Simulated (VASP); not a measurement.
Set up this calculation in VASP 6.6.1, as the native input.

| Item | Value |
| --- | --- |
| Task | single point |
| Functional | PBE |
| Dispersion | D3(BJ) |
| Potentials or basis | VASP PAW PBE potentials, release 64 (Sc_sv, Li_sv) |
| Cutoff | 520 eV |
| k mesh | 3 × 2 × 3 |
| Occupations | gaussian, width 0.1 eV |
| Spin | no spin polarisation |
| Dipole correction | no |
| Further INCAR settings | ALGO = Normal; EDIFF = 1e-06; NBANDS = 80 |

The structure of LiSc12 (a cell with a defect) lies in POSCAR:

```
LiSc12
1.0
    6.6200000000      0.0000000000      0.0000000000
   -4.9650000000      8.5996320000      0.0000000000
    0.0000000000      0.0000000000      5.2761400000
Sc Li
12 1
Direct
    0.0083339740      0.0066017941      0.0022759062
    0.1787165443      0.2283563994      0.5119331557
   -0.0102767072      0.3221750652      0.0140149806
    0.1146738614      0.5016543731      0.5112967055
   -0.0048333463      0.6673307649      0.0250745810
    0.1547720249      0.9178803233      0.5015128484
    0.4971246178      0.0003164089      0.0143965096
    0.6544148918      0.2099578215      0.5190262199
    0.5111708722      0.3402797934      0.0206194301
    0.6727750959      0.5699800875      0.5277308790
    0.4972254475      0.6628353399      0.0275864552
    0.7271973930      0.9212341877      0.5005450955
    0.3290838630      0.7667452514     -0.4329940070
```

One way to write it, as run:

INCAR

```
SYSTEM = LiSc12
ALGO     = Normal         ! electronic algorithm
EDIFF    = 1E-6           ! SCF threshold, eV
ENCUT    = 520            ! plane-wave cutoff, eV
GGA      = PE             ! functional
ISIF     = 2              ! what is computed and relaxed
ISMEAR   = 0              ! smearing method
IVDW     = 12             ! dispersion correction
LASPH    = .True.         ! aspherical terms in the spheres
LCHARG   = .True.         ! write CHGCAR
LELF     = .True.         ! ELF
LREAL    = .False.        ! projectors in reciprocal space
LVHAR    = .True.       
LWAVE    = .False.        ! write WAVECAR
NBANDS   = 80             ! bands
NELM     = 80             ! most SCF steps
PREC     = Accurate       ! precision mode
SIGMA    = 0.1            ! smearing width, eV
```

KPOINTS

```
k-points
0
Gamma
  3 2 3
  0 0 0
```

Potentials or basis: VASP PAW PBE potentials, release 64 (Sc_sv, Li_sv).

Launch:

```console
$ cat potpaw_PBE.64/Sc_sv/POTCAR potpaw_PBE.64/Li_sv/POTCAR > POTCAR
$ mpirun -np 1 vasp_std > vasp.out
```

It gave:

| Quantity | Value |
| --- | --- |
| Largest force | 0.020 eV/Å |
| Band gap on the k mesh | zero (an odd number of electrons rules out a gap without spin polarisation) |
| Dispersion energy per atom | -0.389 eV |

Caveat: the k points lie up to 0.40 Å⁻¹ apart, too coarse for converged energies and pressures of a metal.

Wall time 14 min on 1 thread of Intel Xeon 8259CL (shared host), peak memory 0.48 GiB.
